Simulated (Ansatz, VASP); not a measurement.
## Co: VASP beside Ansatz

The input INCAR:

```
PREC = Accurate
ENCUT = 520
EDIFF = 1E-7
ISMEAR = 0
SIGMA = 0.15
LREAL = False
LASPH = True
NELM = 150
ALGO = Normal
ISIF = 2
LWAVE = False
LCHARG = False
ISPIN = 2
MAGMOM = 1.81 1.83 1.81 1.83
LORBIT = 11
LMAXMIX = 4
GGA = PS
NBANDS = 30
```

KPOINTS

```
Automatic mesh
0
Gamma
  24 24 8
```

Contents of POSCAR:

```
Co
1.0
    2.5244080581      0.0000000000      0.0000000000
   -1.2622040291      2.1862015078      0.0000000000
    0.0000000000      0.0000000000      7.5341741761
Co
4
Direct
    0.0000000000      0.0000000000      0.0000000000
    0.3333333333      0.6666666667      0.2500000000
    0.0000000000      0.0000000000      0.5000000000
    0.6666666667      0.3333333333      0.7500000000
```

Input for Ansatz:

```yaml
crystal:
  lattice:
    - [2.5244080581, 0.0, 0.0]
    - [-1.2622040291, 2.1862015078, 0.0]
    - [0.0, 0.0, 7.5341741761]
  atoms:
    - { symbol: Co, position: [0.0, 0.0, 0.0], spin: 1.81 }
    - { symbol: Co, position: [0.3333333333, 0.6666666667, 0.25], spin: 1.83 }
    - { symbol: Co, position: [0.0, 0.0, 0.5], spin: 1.81 }
    - { symbol: Co, position: [0.6666666667, 0.3333333333, 0.75], spin: 1.83 }
basis:
  ecutwfc: 420
kpoints:
  mp_grid: { grid: [24, 24, 8] }
hamiltonian:
  xc: pbesol
scf:
  occupations: { method: gaussian, width: 0.15 }
output:
  forces: true
  stress: true
  eigenvalues: true
  populations: true
magnetization:
  spin_polarized: true
```

Alike in both runs: task single point; functional PBEsol; k mesh 24 × 24 × 8; occupations gaussian, width 0.15 eV; collinear spin.

```csv
,VASP,Ansatz
version,VASP 6.6.1,Ansatz 0.2.0
potentials or method,"VASP PAW PBE potentials, release 64 (Co), cutoff 520 eV","scalar-relativistic, plane waves, PAW"
valence electrons in the cell,36,68
```

```csv
,VASP,Ansatz,Ansatz less VASP
gap on the k mesh at the Fermi level (eV),none,none,-
pressure (GPa),0.9,1.9,+0.96
"traceless stress, the component that is largest in VASP (GPa)",17.22,17.82,+0.598
net moment per atom (μB),1.58,1.59,+0.006
size of the moment on the site where the two differ most (μB),1.59,1.66,+0.061
```

VASP's potentials were made for PBE, not for PBEsol. Site moments also hang on the region over which each program counts them. A gap of «none» marks a metal or a gap that the smearing closes. The functional is the same, so the differences come from potentials, cutoffs and numerics. VASP's potentials hold 36 valence electrons a cell and Ansatz's 68, so a difference there can come from the potentials and not from the codes.
